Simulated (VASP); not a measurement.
# HfO2 (R-3m) in VASP: notebook, part 2 of 3

VASP 6.6.1.

### Step 3. Electric field gradients, LDA (equal xy, yz and zx shear strains of -2 %)

INCAR reads:

```
  PREC = Accurate
  ENCUT = 520
  EDIFF = 1E-8
  ISMEAR = -1
  SIGMA = 0.01
  LREAL = F
  LASPH = T
  NELM = 120
  ALGO = Normal
  ISIF = 2
  LWAVE = F
  LCHARG = F
  LEFG = T
  NBANDS = 18
  GGA_COMPAT = F
```

KPOINTS reads:

```
regular mesh
0
Gamma
  8 8 8
```

POSCAR reads:

```
HfO2
1.0
   -0.0511500000      2.5319250000      2.5319250000
    2.5319250000     -0.0511500000      2.5319250000
    2.5319250000      2.5319250000     -0.0511500000
Hf O
1 2
Direct
    0.0000000000      0.0000000000      0.0000000000
    0.2500000000      0.2500000000      0.2500000000
    0.7500000000      0.7500000000      0.7500000000
```

Potentials or basis: VASP PAW LDA potentials, release 64 (Hf_pv, O).

The run is started by

```
> cat potpaw_LDA.64/Hf_pv/POTCAR potpaw_LDA.64/O/POTCAR > POTCAR
> mpirun -np 1 vasp_std > vasp.out
```

OUTCAR:

```text
PREC = Accurate
   ENCUT = 520
   EDIFF = 1E-8
   ISMEAR = -1
   LREAL = F
   LASPH = T
   NELM = 120
   ISIF = 2

 ion  position               nearest neighbor table
   1  0.000  0.000  0.000-   2 2.17   3 2.17   3 2.23   3 2.23   2 2.23   2 2.23   3 2.23   2 2.23

   2  0.250  0.250  0.250-   1 2.17   1 2.23   1 2.23   1 2.23
   3  0.750  0.750  0.750-   1 2.17   1 2.23   1 2.23   1 2.23

  LATTYP: Found a trigonal (rhomboedric) cell.
 ALAT       =     3.5810479938
 COS(alpha) =     0.4797000918

  Lattice vectors:

 A1 = (  -0.0511500000,   2.5319250000,   2.5319250000)
 A2 = (   2.5319250000,  -0.0511500000,   2.5319250000)
 A3 = (   2.5319250000,   2.5319250000,  -0.0511500000)

Analysis of symmetry for initial positions (statically):
=====================================================================
 Subroutine PRICEL returns:
 Original cell was already a primitive cell.

 Routine SETGRP: Setting up the symmetry group for a
 trigonal (rhombohedral) supercell.

 Subroutine GETGRP returns: Found 12 space group operations
 (whereof 12 operations were pure point group operations)
 out of a pool of 12 trial point group operations.

The static configuration has the point symmetry D_3d.

Analysis of symmetry for dynamics (positions and initial velocities):
=====================================================================
 Subroutine PRICEL returns:
 Original cell was already a primitive cell.

 Routine SETGRP: Setting up the symmetry group for a
 trigonal (rhombohedral) supercell.

 Subroutine GETGRP returns: Found 12 space group operations
[... 648 lines left out ...]
      5     -12.1731      2.00000
      6      -0.9291      2.00000
[... 10 lines left out ...]
     17      13.5612      0.00000
     18      15.9185      0.00000

 [... further k-points ...]

------------------------ aborting loop because EDIFF is reached ----------------------------------------

  FORCE on cell =-STRESS in cart. coord.  units (eV):
  Direction    XX          YY          ZZ          XY          YZ          ZX
  --------------------------------------------------------------------------------------
  -------------------------------------------------------------------------------------
  Total       -3.9625204     -3.9625204     -3.9625204      0.3337330      0.3337330      0.3337330
  in kB     -189.8175436   -189.8175436   -189.8175436     15.9868921     15.9868921     15.9868921
  external PRESSURE =    -189.8175436 kB  Pullay stress =       0.0000000 kB

 VOLUME and BASIS-vectors are now :
 -----------------------------------------------------------------------------
  energy-cutoff  :      520.00
  volume of cell :       33.45
      direct lattice vectors                 reciprocal lattice vectors
    -0.051150000  2.531925000  2.531925000    -0.191592563  0.195542925  0.195542925
     2.531925000 -0.051150000  2.531925000     0.195542925 -0.191592563  0.195542925
     2.531925000  2.531925000 -0.051150000     0.195542925  0.195542925 -0.191592563

 POSITION                                       TOTAL-FORCE (eV/Angst)
 -----------------------------------------------------------------------------------
      0.00000      0.00000      0.00000         0.000000      0.000000      0.000000
      1.25318      1.25318      1.25318         0.108240      0.108240      0.108240
      3.75953      3.75953      3.75953        -0.108240     -0.108240     -0.108240
 -----------------------------------------------------------------------------------
    total drift:                                0.000000      0.000000      0.000000

  FREE ENERGIE OF THE ION-ELECTRON SYSTEM (eV)
  ---------------------------------------------------
  free  energy   TOTEN  =       -32.9019844496 eV

  energy  without entropy=      -32.9019844496  energy(sigma->0) =      -32.90198445

 Electric field gradients (V/A^2)
---------------------------------------------------------------------
 ion       V_xx      V_yy      V_zz      V_xy      V_xz      V_yz
---------------------------------------------------------------------
   1       0.000     0.000    -0.000   -38.275   -38.275   -38.275
   2       0.000     0.000    -0.000    -1.728    -1.728    -1.728
   3       0.000     0.000    -0.000    -1.728    -1.728    -1.728
---------------------------------------------------------------------

 Electric field gradients after diagonalization (V/A^2)
 (convention: |V_zz| > |V_xx| > |V_yy|)
----------------------------------------------------------------------
 ion       V_xx      V_yy      V_zz     asymmetry (V_yy - V_xx)/ V_zz
----------------------------------------------------------------------
   1      38.275    38.275   -76.550       0.000
   2       1.728     1.728    -3.455       0.000
   3       1.728     1.728    -3.455       0.000
----------------------------------------------------------------------

           NMR quadrupolar parameters

 Cq : quadrupolar parameter    Cq=e*Q*V_zz/h
 eta: asymmetry parameters     (V_yy - V_xx)/ V_zz
 Q  : nuclear electric quadrupole moment in mb (millibarn)
----------------------------------------------------------------------
 ion       Cq(MHz)       eta       Q (mb)
----------------------------------------------------------------------
   1      -0.185       0.000       1.000
   2      -0.008       0.000       1.000
   3      -0.008       0.000       1.000
----------------------------------------------------------------------
```

Run time: 30 s. Hardware: 1 thread of Intel Xeon Platinum 8488C (Sapphire Rapids), shared host; peak memory 0.17 GiB.

Results:

| Property | Result |
| --- | --- |
| Free energy | -32.9020 eV |
| Pressure | -19.0 GPa |
| Largest force | 0.187 eV/Å |
| Band gap on the k mesh | 3.53 eV |
| Largest electric field gradient by atom | Hf -76.5; O -3.5 V/Å² |

Forces on the atoms (eV/Å):
```
Hf   0.000  0.000  0.000
O    0.108  0.108  0.108
O   -0.108 -0.108 -0.108
```

Stress tensor (GPa, compression positive):
```
-18.98   1.60   1.60
  1.60 -18.98   1.60
  1.60   1.60 -18.98
```

Electric field gradients, principal values (V/Å²):
```tsv
atom	least	middle	greatest (by size)
1 Hf	38.275	38.275	-76.550
2 O	1.728	1.728	-3.455
3 O	1.728	1.728	-3.455
```

Caveat: the cell differs from its parent crystal (equal xy, yz and zx shear strains of -2 %); the cell stands under tension; without QUAD_EFG the Cq values of the log hold for a quadrupole moment of 1 mb, not for the nuclei; spin-orbit coupling is left out, which moves the levels of the heavy elements. A k mesh can miss the band edges.

### Step 4. Electric field gradients, LDA (equal xy, yz and zx shear strains of -1 %)

INCAR reads:

```
SYSTEM = HfO2
ALGO     = Normal         ! electronic algorithm
EDIFF    = 1E-8           ! SCF threshold, eV
ENCUT    = 520            ! plane-wave cutoff, eV
GGA_COMPAT= .False.      
ISIF     = 2              ! what is computed and relaxed
ISMEAR   = -1             ! smearing method
LASPH    = .True.         ! aspherical terms in the spheres
LCHARG   = .False.        ! write CHGCAR
LEFG     = .True.       
LREAL    = .False.        ! projectors in reciprocal space
LWAVE    = .False.        ! write WAVECAR
NBANDS   = 18             ! bands
NELM     = 120            ! most SCF steps
PREC     = Accurate       ! precision mode
SIGMA    = 0.01           ! smearing width, eV
```

KPOINTS reads:

```
k-points
0
Gamma
  8 8 8
  0 0 0
```

POSCAR reads:

```
HfO2
1.0
   -0.0255750000      2.5447125000      2.5447125000
    2.5447125000     -0.0255750000      2.5447125000
    2.5447125000      2.5447125000     -0.0255750000
Hf O
1 2
Direct
    0.0000000000      0.0000000000      0.0000000000
    0.2500000000      0.2500000000      0.2500000000
    0.7500000000      0.7500000000      0.7500000000
```

Potentials or basis: VASP PAW LDA potentials, release 64 (Hf_pv, O).

The run is started by

```
> cat potpaw_LDA.64/Hf_pv/POTCAR potpaw_LDA.64/O/POTCAR > POTCAR
> mpirun -np 1 vasp_std > vasp.out
```

OUTCAR:

```text
SYSTEM = HfO2
   EDIFF = 1E-8
   ENCUT = 520
   ISIF = 2
   ISMEAR = -1
   LASPH = .True.
   LREAL = .False.
   NELM = 120
   PREC = Accurate

 ion  position               nearest neighbor table
   1  0.000  0.000  0.000-   2 2.19   3 2.19   3 2.22   3 2.22   3 2.22   2 2.22   2 2.22   2 2.22

   2  0.250  0.250  0.250-   1 2.19   1 2.22   1 2.22   1 2.22
   3  0.750  0.750  0.750-   1 2.19   1 2.22   1 2.22   1 2.22

  LATTYP: Found a trigonal (rhomboedric) cell.
 ALAT       =     3.5988578044
 COS(alpha) =     0.4899250057

  Lattice vectors:

 A1 = (  -0.0255750000,   2.5447125000,   2.5447125000)
 A2 = (   2.5447125000,  -0.0255750000,   2.5447125000)
 A3 = (   2.5447125000,   2.5447125000,  -0.0255750000)

Analysis of symmetry for initial positions (statically):
=====================================================================
 Subroutine PRICEL returns:
 Original cell was already a primitive cell.

 Routine SETGRP: Setting up the symmetry group for a
 trigonal (rhombohedral) supercell.

 Subroutine GETGRP returns: Found 12 space group operations
 (whereof 12 operations were pure point group operations)
 out of a pool of 12 trial point group operations.

The static configuration has the point symmetry D_3d.

Analysis of symmetry for dynamics (positions and initial velocities):
=====================================================================
 Subroutine PRICEL returns:
 Original cell was already a primitive cell.

 Routine SETGRP: Setting up the symmetry group for a
 trigonal (rhombohedral) supercell.

[... 649 lines left out ...]
      5     -12.1626      2.00000
      6      -0.9477      2.00000
[... 10 lines left out ...]
     17      13.4447      0.00000
     18      15.9505      0.00000

 [... further k-points ...]

------------------------ aborting loop because EDIFF is reached ----------------------------------------

  FORCE on cell =-STRESS in cart. coord.  units (eV):
  Direction    XX          YY          ZZ          XY          YZ          ZX
  --------------------------------------------------------------------------------------
  -------------------------------------------------------------------------------------
  Total       -4.0152952     -4.0152952     -4.0152952      0.1572483      0.1572483      0.1572483
  in kB     -192.3020095   -192.3020095   -192.3020095      7.5309955      7.5309955      7.5309955
  external PRESSURE =    -192.3020095 kB  Pullay stress =       0.0000000 kB

 VOLUME and BASIS-vectors are now :
 -----------------------------------------------------------------------------
  energy-cutoff  :      520.00
  volume of cell :       33.45
      direct lattice vectors                 reciprocal lattice vectors
    -0.025575000  2.544712500  2.544712500    -0.193548289  0.195513246  0.195513246
     2.544712500 -0.025575000  2.544712500     0.195513246 -0.193548289  0.195513246
     2.544712500  2.544712500 -0.025575000     0.195513246  0.195513246 -0.193548289

 POSITION                                       TOTAL-FORCE (eV/Angst)
 -----------------------------------------------------------------------------------
      0.00000      0.00000      0.00000        -0.000000     -0.000000     -0.000000
      1.26596      1.26596      1.26596         0.049473      0.049473      0.049473
      3.79789      3.79789      3.79789        -0.049473     -0.049473     -0.049473
 -----------------------------------------------------------------------------------
    total drift:                                0.000000      0.000000      0.000000

  FREE ENERGIE OF THE ION-ELECTRON SYSTEM (eV)
  ---------------------------------------------------
  free  energy   TOTEN  =       -32.9084666176 eV

  energy  without entropy=      -32.9084666176  energy(sigma->0) =      -32.90846662

 Electric field gradients (V/A^2)
---------------------------------------------------------------------
 ion       V_xx      V_yy      V_zz      V_xy      V_xz      V_yz
---------------------------------------------------------------------
   1      -0.000     0.000    -0.000   -18.489   -18.489   -18.489
   2      -0.000    -0.000     0.000    -0.798    -0.798    -0.798
   3      -0.000    -0.000     0.000    -0.798    -0.798    -0.798
---------------------------------------------------------------------

 Electric field gradients after diagonalization (V/A^2)
 (convention: |V_zz| > |V_xx| > |V_yy|)
----------------------------------------------------------------------
 ion       V_xx      V_yy      V_zz     asymmetry (V_yy - V_xx)/ V_zz
----------------------------------------------------------------------
   1      18.489    18.489   -36.979       0.000
   2       0.798     0.798    -1.596       0.000
   3       0.798     0.798    -1.596       0.000
----------------------------------------------------------------------

           NMR quadrupolar parameters

 Cq : quadrupolar parameter    Cq=e*Q*V_zz/h
 eta: asymmetry parameters     (V_yy - V_xx)/ V_zz
 Q  : nuclear electric quadrupole moment in mb (millibarn)
----------------------------------------------------------------------
 ion       Cq(MHz)       eta       Q (mb)
----------------------------------------------------------------------
   1      -0.089       0.000       1.000
   2      -0.004       0.000       1.000
   3      -0.004       0.000       1.000
----------------------------------------------------------------------
```

OSZICAR:

```text
N       E                     dE             d eps       ncg     rms          rms(c)
DAV:   1     0.851945672152E+02    0.85195E+02   -0.12644E+04  2340   0.121E+03
DAV:   2    -0.346634944326E+02   -0.11986E+03   -0.11711E+03  3016   0.284E+02
DAV:   3    -0.385895537741E+02   -0.39261E+01   -0.39117E+01  2722   0.449E+01
DAV:   4    -0.386119270204E+02   -0.22373E-01   -0.22369E-01  2840   0.382E+00
DAV:   5    -0.386120653477E+02   -0.13833E-03   -0.13833E-03  2698   0.283E-01    0.468E+01
DAV:   6    -0.331742781099E+02    0.54378E+01   -0.20428E+01  2382   0.315E+01    0.413E+01
DAV:   7    -0.329905464879E+02    0.18373E+00   -0.75253E-01  2652   0.699E+00    0.291E+01
DAV:   8    -0.329379245781E+02    0.52622E-01   -0.39340E-01  2590   0.528E+00    0.985E+00
DAV:   9    -0.329088179920E+02    0.29107E-01   -0.79663E-02  2490   0.234E+00    0.290E+00
DAV:  10    -0.329084798459E+02    0.33815E-03   -0.21667E-03  2774   0.340E-01    0.451E-01
DAV:  11    -0.329084654984E+02    0.14348E-04   -0.14604E-04  2672   0.101E-01    0.628E-02
DAV:  12    -0.329084665603E+02   -0.10620E-05   -0.29846E-06  3018   0.130E-02    0.202E-02
DAV:  13    -0.329084666106E+02   -0.50232E-07   -0.18344E-07  2760   0.321E-03    0.448E-03
DAV:  14    -0.329084666176E+02   -0.70172E-08   -0.48713E-08  2494   0.126E-03
   1 F= -.32908467E+02 E0= -.32908467E+02  d E =-.876106E-13
```

It took 28 s on 1 thread of Intel Xeon Platinum 8488C (Sapphire Rapids), shared host; peak memory 0.16 GiB.

Results:

```yaml
Free_energy: -32.9085 eV
Pressure: -19.2 GPa
Largest_force: 0.086 eV/Å
Band_gap_on_the_k_mesh: 3.53 eV
Largest_electric_field_gradient_by_atom: Hf -37.0; O -1.6 V/Å²
```

Forces on the atoms (eV/Å):
```
Hf   0.000  0.000  0.000
O    0.049  0.049  0.049
O   -0.049 -0.049 -0.049
```

Stress tensor (GPa, compression positive):
```
-19.23   0.75   0.75
  0.75 -19.23   0.75
  0.75   0.75 -19.23
```

Electric field gradients, principal values (V/Å²):
| atom | least | middle | greatest (by size) |
| --- | --- | --- | --- |
| 1 Hf | 18.489 | 18.489 | -36.979 |
| 2 O | 0.798 | 0.798 | -1.596 |
| 3 O | 0.798 | 0.798 | -1.596 |

Caveat: the cell differs from its parent crystal (equal xy, yz and zx shear strains of -1 %); the cell stands under tension; without QUAD_EFG the Cq values of the log hold for a quadrupole moment of 1 mb, not for the nuclei; spin-orbit coupling is left out, which moves the levels of the heavy elements.

[end of part 2 of 3]
